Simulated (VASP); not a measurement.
# MgO in VASP: single point with PBEsol

Aim: the single point of MgO with PBEsol.

Everything below comes from runs of VASP 6.6.1. Logs are shortened: lines on timing, memory, paths and dates and some standing lists are left out, and cuts for length are marked.

## Step 1: The cell of the first run

The cell holds a slab with vacuum, 24 atoms: a = 5.894 Å, b = 5.894 Å, c = 19.015 Å, α = 90.00°, β = 90.00°, γ = 60.00°.

## Step 2: Single point, PBEsol

File INCAR:

```
SYSTEM = MgO
ALGO = Normal
EDIFF = 1E-6
ENCUT = 520
GGA = PS
GGA_COMPAT = .False.
ISIF = 2
ISMEAR = -1
LASPH = .True.
LCHARG = .False.
LREAL = .False.
LWAVE = .False.
NBANDS = 66
NELM = 120
NELMDL = -8
PREC = Accurate
SIGMA = 0.05
```

File KPOINTS:

```
k-points
0
Gamma
  2 2 1
  0 0 0
```

File POSCAR:

```
MgO
1.0
    5.8935939286      0.0000000000      0.0000000000
    2.9467969643      5.1040020618      0.0000000000
    0.0000000000      0.0000000000     19.0151240000
Mg O
12 12
Direct
    0.0000000000      0.0000000000      0.0525897000
    0.0000000000      0.5000000000      0.0525897000
    0.5000000000      0.0000000000      0.0525897000
    0.5000000000      0.5000000000      0.0525897000
    0.6666666667      0.6666666667      0.1879898962
    0.6666666667      0.1666666667      0.1879898962
    0.1666666667      0.6666666667      0.1879898962
    0.1666666667      0.1666666667      0.1879898962
    0.3333333333      0.3333333333      0.3187822718
    0.3333333333      0.8333333333      0.3187822718
    0.8333333333      0.3333333333      0.3187822718
    0.8333333333      0.8333333333      0.3187822718
    0.3333333333      0.8333333333      0.1158565000
    0.3333333333      0.3333333333      0.1158565000
    0.8333333333      0.8333333333      0.1158565000
    0.8333333333      0.3333333333      0.1158565000
    0.0000000000      0.5000000000      0.2438534580
    0.0000000000      0.0000000000      0.2438534580
    0.5000000000      0.5000000000      0.2438534580
    0.5000000000      0.0000000000      0.2438534580
    0.6666666667      0.1666666667      0.3707752257
    0.6666666667      0.6666666667      0.3707752257
    0.1666666667      0.1666666667      0.3707752257
    0.1666666667      0.6666666667      0.3707752257
```

Potentials or basis: VASP PAW PBE potentials, release 64 (Mg, O).

The run is started by

```sh
> cat potpaw_PBE.64/Mg/POTCAR potpaw_PBE.64/O/POTCAR > POTCAR
> mpirun -np 1 vasp_std > vasp.out
```

OUTCAR:

```text
SYSTEM = MgO
   EDIFF = 1E-6
   ENCUT = 520
   GGA = PS
   ISIF = 2
   ISMEAR = -1
   LASPH = .True.
   LREAL = .False.
   NELM = 120
   NELMDL = -8
   PREC = Accurate

 ion  position               nearest neighbor table
   1  0.000  0.000  0.053-  13 2.08  16 2.08  15 2.08   3 2.95   3 2.95   2 2.95   4 2.95   2 2.95
                             4 2.95   6 3.09   7 3.09   8 3.09
   2  0.000  0.500  0.053-  14 2.08  15 2.08  16 2.08   4 2.95   4 2.95   1 2.95   3 2.95   3 2.95
                             1 2.95   5 3.09   8 3.09   7 3.09
   3  0.500  0.000  0.053-  15 2.08  14 2.08  13 2.08   1 2.95   1 2.95   2 2.95   4 2.95   4 2.95
                             2 2.95   8 3.09   5 3.09   6 3.09
   4  0.500  0.500  0.053-  16 2.08  13 2.08  14 2.08   2 2.95   2 2.95   1 2.95   3 2.95   1 2.95
                             3 2.95   7 3.09   6 3.09   5 3.09
   5  0.667  0.667  0.188-  17 2.01  20 2.01  19 2.01  15 2.19  13 2.19  16 2.19   7 2.95   7 2.95
                             6 2.95   8 2.95   6 2.95   8 2.95  12 3.01  10 3.01  11 3.01   2 3.09
   6  0.667  0.167  0.188-  18 2.01  19 2.01  20 2.01  16 2.19  14 2.19  15 2.19   8 2.95   8 2.95
                             5 2.95   7 2.95   7 2.95   5 2.95  11 3.01   9 3.01  12 3.01   1 3.09
   7  0.167  0.667  0.188-  19 2.01  18 2.01  17 2.01  13 2.19  15 2.19  14 2.19   5 2.95   5 2.95
                             6 2.95   8 2.95   8 2.95   6 2.95  10 3.01  12 3.01   9 3.01   4 3.09
   8  0.167  0.167  0.188-  20 2.01  17 2.01  18 2.01  14 2.19  16 2.19  13 2.19   6 2.95   6 2.95
                             5 2.95   7 2.95   5 2.95   7 2.95   9 3.01  11 3.01  10 3.01   3 3.09
   9  0.333  0.333  0.319-  23 1.97  21 1.97  24 1.97  17 2.22  20 2.22  19 2.22  11 2.95  11 2.95
[... 26 lines left out ...]
 A1 = (  -2.9467969643,  -5.1040020618,   0.0000000000)
 A2 = (   5.8935939286,   0.0000000000,   0.0000000000)
 A3 = (   0.0000000000,   0.0000000000,  19.0151240000)

Analysis of symmetry for initial positions (statically):
=====================================================================
 Subroutine PRICEL returns following result:

  LATTYP: Found a hexagonal cell.
 ALAT       =     2.9467969643
 C/A-ratio  =     6.4528110454

  Lattice vectors:

 A1 = (  -1.4733984821,  -2.5520010309,   0.0000000000)
 A2 = (   2.9467969643,   0.0000000000,   0.0000000000)
 A3 = (   0.0000000000,   0.0000000000,  19.0151240000)

   4 primitive cells build up your supercell.

 Routine SETGRP: Setting up the symmetry group for a
 hexagonal supercell.

 Subroutine GETGRP returns: Found  6 space group operations
 (whereof  6 operations were pure point group operations)
 out of a pool of 24 trial point group operations.

The static configuration has the point symmetry C_3v.

Analysis of symmetry for dynamics (positions and initial velocities):
=====================================================================
 Subroutine PRICEL returns following result:

  LATTYP: Found a hexagonal cell.
 ALAT       =     2.9467969643
 C/A-ratio  =     6.4528110454

  Lattice vectors:

 A1 = (  -1.4733984821,  -2.5520010309,   0.0000000000)
 A2 = (   2.9467969643,   0.0000000000,   0.0000000000)
 A3 = (   0.0000000000,   0.0000000000,  19.0151240000)

   4 primitive cells build up your supercell.

 Routine SETGRP: Setting up the symmetry group for a
 hexagonal supercell.

 Subroutine GETGRP returns: Found  6 space group operations
 (whereof  6 operations were pure point group operations)
 out of a pool of 24 trial point group operations.

The dynamic configuration has the point symmetry C_3v.

 Subroutine INISYM returns: Found  6 space group operations
 (whereof  6 operations are pure point group operations),
 and found     4 'primitive' translations

----------------------------------------------------------------------------------------

                                     Primitive cell

  volume of cell :     142.9981

  direct lattice vectors                    reciprocal lattice vectors
    -1.473398482 -2.552001031  0.000000000     0.000000000 -0.391849371  0.000000000
     2.946796964  0.000000000  0.000000000     0.339351510 -0.195924686  0.000000000
     0.000000000  0.000000000 19.015124000     0.000000000  0.000000000  0.052589718

  length of vectors
     2.946796964  2.946796964 19.015124000     0.391849371  0.391849371  0.052589718

  position of ions in fractional coordinates (direct lattice)
     0.000000000  0.000000000  0.052589700
     0.666666667  0.333333333  0.187989896
     0.333333333  0.666666667  0.318782272
     0.333333333  0.666666667  0.115856500
     0.000000000  0.000000000  0.243853458
     0.666666667  0.333333333  0.370775226

  ion indices of the primitive-cell ions
   primitive index   ion index
                 1           1
                 2           8
                 3          12
                 4          15
                 5          18
                 6          23

----------------------------------------------------------------------------------------

 KPOINTS: k-points

Automatic generation of k-mesh.
 Grid dimensions read from file:
 generate k-points for:    2    2    1

 Generating k-lattice:

  Cartesian coordinates                     Fractional coordinates (reciprocal lattice)
     0.084837878 -0.048981171  0.000000000     0.500000000  0.000000000  0.000000000
     0.000000000  0.097962343  0.000000000     0.000000000  0.500000000  0.000000000
     0.000000000  0.000000000  0.052589718     0.000000000  0.000000000  1.000000000

  Length of vectors
     0.097962343  0.097962343  0.052589718

  Shift w.r.t. Gamma in fractional coordinates (k-lattice)
     0.000000000  0.000000000  0.000000000

 Subroutine IBZKPT returns following result:
 ===========================================

 Found      2 irreducible k-points:

 Following reciprocal coordinates:
            Coordinates               Weight
  0.000000  0.000000  0.000000      1.000000
  0.500000  0.000000  0.000000      3.000000
   k-points           NKPTS =      2   k-points in BZ     NKDIM =      2   number of bands    NBANDS=     66
   number of dos      NEDOS =    301   number of ions     NIONS =     24
   total plane-waves  NPLWV = 331776
   dimension x,y,z NGX =    48 NGY =   48 NGZ =  144
   dimension x,y,z NGXF=    96 NGYF=   96 NGZF=  288
   ions per type =              12  12
   NGX,Y,Z   is equivalent  to a cutoff of  13.54, 13.54, 12.59 a.u.
   NGXF,Y,Z  is equivalent  to a cutoff of  27.08, 27.08, 25.18 a.u.
 SYSTEM =  MgO
   PREC   = accura    normal or accurate (medium, high low for compatibility)
   ISTART =      0    job   : 0-new  1-cont  2-samecut
   ICHARG =      2    charge: 1-file 2-atom 10-const
   ISPIN  =      1    spin polarized calculation?
   LNONCOLLINEAR =      F non collinear calculations
   LSORBIT =      F    spin-orbit coupling
   LASPH  =      T    aspherical Exc in radial PAW
   ENCUT  =  520.0 eV  38.22 Ry    6.18 a.u.  10.96 10.96 35.36*2*pi/ulx,y,z
   NELM   =    120;   NELMIN=  2; NELMDL= -8     # of ELM steps
   EDIFF  = 0.1E-05   stopping-criterion for ELM
   LREAL  =      F    real-space projection
   EDIFFG = 0.1E-04   stopping-criterion for IOM
   NSW    =      0    number of steps for IOM
   IBRION =     -1    ionic relax: 0-MD 1-quasi-New 2-CG
   NFREE  =      0    steps in history (QN), initial steepest desc. (CG)
   ISIF   =      2    stress and relaxation
   ISYM   =      2    0-nonsym 1-usesym 2-fastsym
   POTIM  = 0.5000    time-step for ionic-motion
   TEBEG  =    0.0;   TEEND  =   0.0 temperature during run
   PSTRESS=    0.0 pullay stress
   NELECT =      96.0000    total number of electrons
   NUPDOWN=      -1.0000    fix difference up-down
   EMIN   =  10.00;   EMAX   =-10.00  energy-range for DOS
   EFERMI =   0.00;   METHOD = LEGACY
   ISMEAR =    -1;   SIGMA  =   0.05  broadening in eV -4-tet -1-fermi 0-gaus
   EFERMI_NEDOS =   21; number of points for ismear=-14 and -15
   IALGO  =     38    algorithm
   IMIX   =      4    mixing-type and parameters
     AMIX     =   0.40;   BMIX     =  1.00
     AMIX_MAG =   1.60;   BMIX_MAG =  1.00
  volume/ion in A,a.u.               =      23.83       160.83
  Fermi-wavevector in a.u.,A,eV,Ry     =   0.903029  1.706478 11.095033  0.815462
  Thomas-Fermi vector in A             =   2.026305
   LORBIT       =      0    0 simple, 1 ext, 2 COOP (PROOUT), +10 PAW based schemes
   GGA     = PS    functional components
   LHFCALC =     F    Hartree Fock is set to
   AEXX    =    0.0000 exact exchange contribution
   IVDW    =     0    specifies the selected vdW correction
   LEPSILON=     F    determine dielectric tensor
   LRPA    =     F    only Hartree local field effects (RPA)
 non-spin polarized calculation
  energy-cutoff  :      520.00
  volume of cell :      571.99
 maximum number of plane-waves:     15404
 NGX is ok and might be reduce to    48
   NGX = 21   NGY = 21   NGZ = 71

 number of electron      95.9999987 magnetization

 Free energy of the ion-electron system (eV)
  ---------------------------------------------------
  ext. energy  EPLUGINS =         0.00000000
  ---------------------------------------------------
  free energy    TOTEN  =      -129.14481467 eV

  energy without entropy =     -128.90557700  energy(sigma->0) =     -129.02519583

 E-fermi :  -2.6129     XC(G=0):  -5.4615

 val. band max:       -2.6882492762   @ k =   0.5000   0.0000   0.0000
 cond. band min:      -2.6056959785   @ k =   0.5000   0.0000   0.0000
 fundamental gap:      0.0825532978
 Fermi energy:        -2.6129084614

 k-point     1 :       0.0000    0.0000    0.0000
  band No.  band energies     occupation
      1     -21.1851      2.00000
      2     -20.2372      2.00000
      3     -20.2372      2.00000
      4     -20.2372      2.00000
      5     -19.8257      2.00000
      6     -18.9557      2.00000
[... 52 lines left out ...]
     59       4.9512      0.00000
     60       4.9512      0.00000

 k-point     2 :       0.5000    0.0000    0.0000
  band No.  band energies     occupation
      1     -20.7413      2.00000
      2     -20.7413      2.00000
      3     -20.2483      2.00000
      4     -20.2483      2.00000
      5     -19.4192      2.00000
      6     -19.4192      2.00000
[... 52 lines left out ...]
     59       4.5807      0.00000
     60       4.5807      0.00000
 [bands above 60 left out]

------------------------ aborting loop because EDIFF is reached ----------------------------------------

  FORCE on cell =-STRESS in cart. coord.  units (eV):
  Direction    XX          YY          ZZ          XY          YZ          ZX
  --------------------------------------------------------------------------------------
  -------------------------------------------------------------------------------------
  Total       11.5345788     11.5345788     -6.9667713      0.0000000      0.0000000     -0.0000000
  in kB       32.3088954     32.3088954    -19.5142526      0.0000000      0.0000000     -0.0000000
  external PRESSURE =      15.0345128 kB  Pullay stress =       0.0000000 kB

 VOLUME and BASIS-vectors are now :
 -----------------------------------------------------------------------------
  energy-cutoff  :      520.00
  volume of cell :      571.99
      direct lattice vectors                 reciprocal lattice vectors
     5.893593929  0.000000000  0.000000000     0.169675755 -0.097962343  0.000000000
     2.946796964  5.104002062  0.000000000     0.000000000  0.195924686  0.000000000
     0.000000000  0.000000000 19.015124000     0.000000000  0.000000000  0.052589718

 POSITION                                       TOTAL-FORCE (eV/Angst)
 -----------------------------------------------------------------------------------
      0.00000      0.00000      1.00000        -0.000000      0.000000      1.081702
      1.47340      2.55200      1.00000        -0.000000      0.000000      1.081702
      2.94680      0.00000      1.00000        -0.000000      0.000000      1.081702
      4.42020      2.55200      1.00000        -0.000000      0.000000      1.081702
      5.89359      3.40267      3.57465        -0.000000      0.000000      0.037543
      4.42020      0.85067      3.57465        -0.000000      0.000000      0.037543
[... 16 lines left out ...]
      1.47340      0.85067      7.05034         0.000000      0.000000     -0.068627
      2.94680      3.40267      7.05034         0.000000     -0.000000     -0.068627
 -----------------------------------------------------------------------------------
    total drift:                                0.000000      0.000000      0.001351

  FREE ENERGIE OF THE ION-ELECTRON SYSTEM (eV)
  ---------------------------------------------------
  free  energy   TOTEN  =      -129.1448146657 eV

  energy  without entropy=     -128.9055770011  energy(sigma->0) =     -129.02519583
```

Wall time 7.1 min (1 thread of AMD EPYC 9R45 (Zen 5), shared host); peak memory 0.61 GiB.

Results:

```
Free energy            : -129.1448 eV
Largest force          : 1.082 eV/Å
Band gap on the k mesh : zero (bands 48 and 49 overlap by 0.26 eV)
```

Forces on the atoms (eV/Å):
```
Mg   0.000  0.000  1.082
Mg   0.000  0.000  1.082
Mg   0.000  0.000  1.082
Mg   0.000  0.000  1.082
Mg   0.000  0.000  0.038
Mg   0.000  0.000  0.038
Mg   0.000  0.000  0.038
Mg   0.000  0.000  0.038
Mg   0.000  0.000  0.012
Mg   0.000  0.000  0.012
Mg   0.000  0.000  0.012
Mg   0.000  0.000  0.012
O    0.000  0.000 -1.044
O    0.000  0.000 -1.044
O    0.000  0.000 -1.044
O    0.000  0.000 -1.044
O    0.000  0.000 -0.018
O    0.000  0.000 -0.018
O    0.000  0.000 -0.018
O    0.000  0.000 -0.018
O    0.000  0.000 -0.069
O    0.000  0.000 -0.069
O    0.000  0.000 -0.069
O    0.000  0.000 -0.069
```

Levels at points of the mesh, in eV from the Fermi level:
```
           k point  band 44  band 45  band 46  band 47  band 48  band 49  band 50  band 51
(0.00, 0.00, 0.00)    -0.24    -0.19    -0.19    -0.19     0.27     0.27     2.39     2.39
(0.50, 0.00, 0.00)    -0.29    -0.11    -0.11    -0.08    -0.08     0.01     0.01     1.86
```

Caveat: the k points lie up to 0.62 Å⁻¹ apart; the PAW data sets were made with another functional, which shifts forces and pressure a little.
